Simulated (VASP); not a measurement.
# MgS (I4/mmm) in VASP: notebook

MgS is run at these levels: PBE; tasks: single point.

All numbers are computed with VASP 6.6.1; they aren't measurements. Logs are shortened: lines on timing, memory, paths and dates and some standing lists are left out, and cuts for length are marked.

## (1) The cell of the first run

It takes space group I4/mmm (No. 139, tetragonal). The conventional cell has a = 3.679 Å, b = 3.679 Å, c = 4.787 Å, α = 90.00°, β = 90.00°, γ = 90.00°. Within 3.2 Å of Mg (site symmetry 4/mmm) lie 6 S at 2.39 to 2.60 Å. Within 3.2 Å of S (site symmetry 4/mmm) lie 6 Mg at 2.39 to 2.60 Å.

## (2) Single point, PBE (strain +0.000 along x and y, -0.080 along z)

The input, INCAR:

```
PREC = Accurate
ENCUT = 520
EDIFF = 1E-7
ISMEAR = 0
SIGMA = 0.05
LREAL = F
LASPH = T
NELM = 100
ALGO = Normal
ISIF = 2
LWAVE = F
LCHARG = F
GGA = PE
NBANDS = 11
```

The input, KPOINTS:

```
regular mesh
0
Gamma
  8 8 8
```

The input, POSCAR:

```
MgS
1.0
    0.0000000000      2.6016500000      2.3935180000
    2.6016500000      0.0000000000      2.3935180000
    2.6016500000      2.6016500000      0.0000000000
Mg S
1 1
Direct
    0.0000000000      0.0000000000      0.0000000000
    0.5000000000      0.5000000000      0.5000000000
```

Potentials or basis: VASP PAW PBE potentials, release 64 (Mg, S).

Started as:

```bash
cat potpaw_PBE.64/Mg/POTCAR potpaw_PBE.64/S/POTCAR > POTCAR
mpirun -np 1 vasp_std > vasp.out
```

OUTCAR:

```text
PREC = Accurate
   ENCUT = 520
   EDIFF = 1E-7
   ISMEAR = 0
   LREAL = F
   LASPH = T
   NELM = 100
   ISIF = 2
   GGA = PE

 ion  position               nearest neighbor table
   1  0.000  0.000  0.000-   2 2.39   2 2.39   2 2.60   2 2.60   2 2.60   2 2.60
   2  0.500  0.500  0.500-   1 2.39   1 2.39   1 2.60   1 2.60   1 2.60   1 2.60

  LATTYP: Found a body centered tetragonal cell.
 ALAT       =     3.6792887145
 C/A-ratio  =     1.3010764774

  Lattice vectors:

 A1 = (   0.0000000000,  -2.6016500000,  -2.3935180000)
 A2 = (   0.0000000000,   2.6016500000,  -2.3935180000)
 A3 = (   2.6016500000,   0.0000000000,   2.3935180000)

Analysis of symmetry for initial positions (statically):
=====================================================================
 Subroutine PRICEL returns:
 Original cell was already a primitive cell.

 Routine SETGRP: Setting up the symmetry group for a
 body centered tetragonal supercell.

 Subroutine GETGRP returns: Found 16 space group operations
 (whereof 16 operations were pure point group operations)
 out of a pool of 16 trial point group operations.

The static configuration has the point symmetry D_4h.

Analysis of symmetry for dynamics (positions and initial velocities):
=====================================================================
 Subroutine PRICEL returns:
 Original cell was already a primitive cell.

 Routine SETGRP: Setting up the symmetry group for a
 body centered tetragonal supercell.

 Subroutine GETGRP returns: Found 16 space group operations
 (whereof 16 operations were pure point group operations)
 out of a pool of 16 trial point group operations.

The dynamic configuration has the point symmetry D_4h.

 Subroutine INISYM returns: Found 16 space group operations
 (whereof 16 operations are pure point group operations),
 and found     1 'primitive' translations

----------------------------------------------------------------------------------------

                                     Primitive cell

  volume of cell :      32.4014

  direct lattice vectors                    reciprocal lattice vectors
     0.000000000  2.601650000  2.393518000    -0.192185728  0.192185728  0.208897531
     2.601650000  0.000000000  2.393518000     0.192185728 -0.192185728  0.208897531
     2.601650000  2.601650000  0.000000000     0.192185728  0.192185728 -0.208897531

  length of vectors
     3.535181910  3.535181910  3.679288715     0.342795692  0.342795692  0.342795692

  position of ions in fractional coordinates (direct lattice)
     0.000000000  0.000000000  0.000000000
     0.500000000  0.500000000  0.500000000

  ion indices of the primitive-cell ions
   primitive index   ion index
                 1           1
                 2           2

----------------------------------------------------------------------------------------

 KPOINTS: regular mesh

Automatic generation of k-mesh.
 Grid dimensions read from file:
 generate k-points for:    8    8    8

 Generating k-lattice:

  Cartesian coordinates                     Fractional coordinates (reciprocal lattice)
    -0.024023216  0.024023216  0.026112191     0.125000000 -0.000000000  0.000000000
     0.024023216 -0.024023216  0.026112191    -0.000000000  0.125000000  0.000000000
     0.024023216  0.024023216 -0.026112191     0.000000000  0.000000000  0.125000000

  Length of vectors
     0.042849462  0.042849462  0.042849462

  Shift w.r.t. Gamma in fractional coordinates (k-lattice)
     0.000000000  0.000000000  0.000000000

 Subroutine IBZKPT returns following result:
 ===========================================

 Found     59 irreducible k-points:

 Following reciprocal coordinates:
            Coordinates               Weight
  0.000000  0.000000  0.000000      1.000000
  0.125000  0.000000  0.000000      8.000000
  0.250000  0.000000  0.000000      8.000000
  0.375000  0.000000  0.000000      8.000000
  0.500000  0.000000  0.000000      4.000000
  0.125000  0.125000  0.000000      2.000000
[... 16 lines left out ...]
  0.250000  0.000000  0.125000     16.000000
  0.375000  0.000000  0.125000     16.000000
 [... further k-points ...]
   k-points           NKPTS =     59   k-points in BZ     NKDIM =     59   number of bands    NBANDS=     11
   number of dos      NEDOS =    301   number of ions     NIONS =      2
   total plane-waves  NPLWV =  21952
   dimension x,y,z NGX =    28 NGY =   28 NGZ =   28
   dimension x,y,z NGXF=    56 NGYF=   56 NGZF=   56
   ions per type =               1   1
   NGX,Y,Z   is equivalent  to a cutoff of  13.17, 13.17, 12.65 a.u.
   NGXF,Y,Z  is equivalent  to a cutoff of  26.33, 26.33, 25.30 a.u.
 SYSTEM =  unknown system
   PREC   = accura    normal or accurate (medium, high low for compatibility)
   ISTART =      0    job   : 0-new  1-cont  2-samecut
   ICHARG =      2    charge: 1-file 2-atom 10-const
   ISPIN  =      1    spin polarized calculation?
   LNONCOLLINEAR =      F non collinear calculations
   LSORBIT =      F    spin-orbit coupling
   LASPH  =      T    aspherical Exc in radial PAW
   ENCUT  =  520.0 eV  38.22 Ry    6.18 a.u.   6.57  6.57  6.84*2*pi/ulx,y,z
   NELM   =    100;   NELMIN=  2; NELMDL= -5     # of ELM steps
   EDIFF  = 0.1E-06   stopping-criterion for ELM
   LREAL  =      F    real-space projection
   EDIFFG = 0.1E-05   stopping-criterion for IOM
   NSW    =      0    number of steps for IOM
   IBRION =     -1    ionic relax: 0-MD 1-quasi-New 2-CG
   NFREE  =      0    steps in history (QN), initial steepest desc. (CG)
   ISIF   =      2    stress and relaxation
   ISYM   =      2    0-nonsym 1-usesym 2-fastsym
   POTIM  = 0.5000    time-step for ionic-motion
   TEBEG  =    0.0;   TEEND  =   0.0 temperature during run
   PSTRESS=    0.0 pullay stress
   NELECT =       8.0000    total number of electrons
   NUPDOWN=      -1.0000    fix difference up-down
   EMIN   =  10.00;   EMAX   =-10.00  energy-range for DOS
   EFERMI =   0.00;   METHOD = LEGACY
   ISMEAR =     0;   SIGMA  =   0.05  broadening in eV -4-tet -1-fermi 0-gaus
   EFERMI_NEDOS =   21; number of points for ismear=-14 and -15
   IALGO  =     38    algorithm
   IMIX   =      4    mixing-type and parameters
     AMIX     =   0.40;   BMIX     =  1.00
     AMIX_MAG =   1.60;   BMIX_MAG =  1.00
  volume/ion in A,a.u.               =      16.20       109.33
  Fermi-wavevector in a.u.,A,eV,Ry     =   1.027031  1.940806 14.351312  1.054792
  Thomas-Fermi vector in A             =   2.160954
   LORBIT       =      0    0 simple, 1 ext, 2 COOP (PROOUT), +10 PAW based schemes
   GGA     = PE    functional components
   LHFCALC =     F    Hartree Fock is set to
   AEXX    =    0.0000 exact exchange contribution
   IVDW    =     0    specifies the selected vdW correction
   LEPSILON=     F    determine dielectric tensor
   LRPA    =     F    only Hartree local field effects (RPA)
 non-spin polarized calculation
 Gauss-broadening in eV      SIGMA  =   0.05
  energy-cutoff  :      520.00
  volume of cell :       32.40
 maximum number of plane-waves:       885
 NGX is ok and might be reduce to    28
   NGX = 13   NGY = 13   NGZ = 13

 number of electron       8.0000001 magnetization

 Free energy of the ion-electron system (eV)
  ---------------------------------------------------
  ext. energy  EPLUGINS =         0.00000000
  ---------------------------------------------------
  free energy    TOTEN  =        -8.34047581 eV

  energy without entropy =       -8.34047581  energy(sigma->0) =       -8.34047581

 E-fermi :   4.8279     XC(G=0): -10.0271

 val. band max:        4.6195684536   @ k =   0.0000   0.0000   0.0000
 cond. band min:       7.2231491475   @ k =   0.5000   0.5000   0.0000
 fundamental gap:      2.6035806938
 Fermi energy:         4.8279400507

 k-point     1 :       0.0000    0.0000    0.0000
  band No.  band energies     occupation
      1      -8.6865      2.00000
      2       4.2189      2.00000
      3       4.6196      2.00000
      4       4.6196      2.00000
      5       8.8793      0.00000
      6      12.1284      0.00000
      7      12.1284      0.00000
      8      13.0356      0.00000
      9      14.3163      0.00000
     10      15.5019      0.00000
     11      17.2925      0.00000

 k-point     2 :       0.1250    0.0000    0.0000
  band No.  band energies     occupation
      1      -8.5142      2.00000
      2       3.3411      2.00000
      3       4.3206      2.00000
      4       4.4472      2.00000
      5       9.6233      0.00000
      6      12.1137      0.00000
      7      12.3560      0.00000
      8      13.0690      0.00000
      9      13.9259      0.00000
     10      14.7932      0.00000
     11      17.7299      0.00000

 k-point     3 :       0.2500    0.0000    0.0000
  band No.  band energies     occupation
      1      -8.0434      2.00000
      2       1.4569      2.00000
      3       4.0846      2.00000
      4       4.1249      2.00000
      5       9.7049      0.00000
      6      11.8937      0.00000
      7      12.9352      0.00000
      8      13.3088      0.00000
      9      14.9321      0.00000
     10      15.0030      0.00000
     11      17.1440      0.00000
[... 267 lines left out ...]
 k-point    23 :       0.2500    0.0000    0.1250
  band No.  band energies     occupation
      1      -8.1162      2.00000
      2       2.0806      2.00000
      3       3.6868      2.00000
      4       3.9856      2.00000
      5      10.3746      0.00000
      6      11.4311      0.00000
      7      11.8233      0.00000
      8      13.6004      0.00000
      9      14.5648      0.00000
     10      15.7794      0.00000
     11      18.5652      0.00000

 k-point    24 :       0.3750    0.0000    0.1250
  band No.  band energies     occupation
      1      -7.5628      2.00000
      2       0.4740      2.00000
      3       3.3611      2.00000
      4       3.6639      2.00000
      5       9.9732      0.00000
      6      11.0551      0.00000
      7      12.9701      0.00000
      8      13.3048      0.00000
      9      16.5183      0.00000
     10      17.4932      0.00000
     11      18.0139      0.00000

 [... further k-points ...]

------------------------ aborting loop because EDIFF is reached ----------------------------------------

  FORCE on cell =-STRESS in cart. coord.  units (eV):
  Direction    XX          YY          ZZ          XY          YZ          ZX
  --------------------------------------------------------------------------------------
  -------------------------------------------------------------------------------------
  Total        1.0065224      1.0065224      4.1034375      0.0000000      0.0000000     -0.0000000
  in kB       49.7702217     49.7702217    202.9055686      0.0000000      0.0000000     -0.0000000
  external PRESSURE =     100.8153374 kB  Pullay stress =       0.0000000 kB

 VOLUME and BASIS-vectors are now :
 -----------------------------------------------------------------------------
  energy-cutoff  :      520.00
  volume of cell :       32.40
      direct lattice vectors                 reciprocal lattice vectors
     0.000000000  2.601650000  2.393518000    -0.192185728  0.192185728  0.208897531
     2.601650000  0.000000000  2.393518000     0.192185728 -0.192185728  0.208897531
     2.601650000  2.601650000  0.000000000     0.192185728  0.192185728 -0.208897531

 POSITION                                       TOTAL-FORCE (eV/Angst)
 -----------------------------------------------------------------------------------
      0.00000      0.00000      0.00000        -0.000000      0.000000      0.000000
      2.60165      2.60165      2.39352         0.000000     -0.000000      0.000000
 -----------------------------------------------------------------------------------
    total drift:                                0.000000      0.000000      0.000000

  FREE ENERGIE OF THE ION-ELECTRON SYSTEM (eV)
  ---------------------------------------------------
  free  energy   TOTEN  =        -8.3404758139 eV

  energy  without entropy=       -8.3404758139  energy(sigma->0) =       -8.34047581
```

It took 49 s on 1 thread of AMD EPYC 7R13, shared host; peak memory 0.14 GiB.

What came out:

```
Free energy            : -8.3405 eV
Pressure               : 10.1 GPa
Band gap on the k mesh : 2.60 eV, indirect (least direct gap 4.26 eV)
```

Caveat: the cell differs from its parent crystal (strain +0.000 along x and y, -0.080 along z).

## (3) Single point, PBE (strain +0.000 along x and y, -0.040 along z)

The input, INCAR:

```
ALGO = Normal
EDIFF = 1E-7
ENCUT = 520
GGA = PE
ISIF = 2
ISMEAR = 0
LASPH = True
LCHARG = False
LREAL = False
LWAVE = False
NBANDS = 11
NELM = 60
PREC = Accurate
SIGMA = 0.05
```

The input, KPOINTS:

```
k-points
0
Gamma
  8 8 8
```

The input, POSCAR:

```
MgS
1.0
    0.0000000000      2.6016500000      2.4975840000
    2.6016500000      0.0000000000      2.4975840000
    2.6016500000      2.6016500000      0.0000000000
Mg S
1 1
Direct
    0.0000000000      0.0000000000      0.0000000000
    0.5000000000      0.5000000000      0.5000000000
```

Potentials or basis: VASP PAW PBE potentials, release 64 (Mg, S).

Started as:

```bash
cat potpaw_PBE.64/Mg/POTCAR potpaw_PBE.64/S/POTCAR > POTCAR
mpirun -np 1 vasp_std > vasp.out
```

Wall time 36 s (1 thread of AMD EPYC 7R13, shared host); peak memory 0.14 GiB.

Results (log left out):

```yaml
Free_energy: -8.4633 eV
Pressure: 4.6 GPa
Band_gap_on_the_k_mesh: 2.67 eV, indirect (least direct gap 3.98 eV)
```

Stress tensor (GPa, compression positive):
```
2.75 0.00 0.00
0.00 2.75 0.00
0.00 0.00 8.43
```

Levels at points of the mesh, in eV from the valence-band top:
```csv
k point,band 2,band 3,band 4,band 5,band 6,band 7
"(0.00, 0.00, 0.00)",-0.19,0.00,0.00,3.98,7.73,7.73
"(0.50, 0.00, 0.00)",-5.11,-0.76,-0.64,4.52,6.67,7.17
"(0.50, 0.50, 0.00)",-4.43,-1.96,-1.96,2.67,4.11,12.62
"(0.50, 0.00, 0.50)",-4.49,-1.95,-1.59,2.89,4.27,12.20
```

Caveat: the cell differs from its parent crystal (strain +0.000 along x and y, -0.040 along z). A k mesh can miss the band edges.
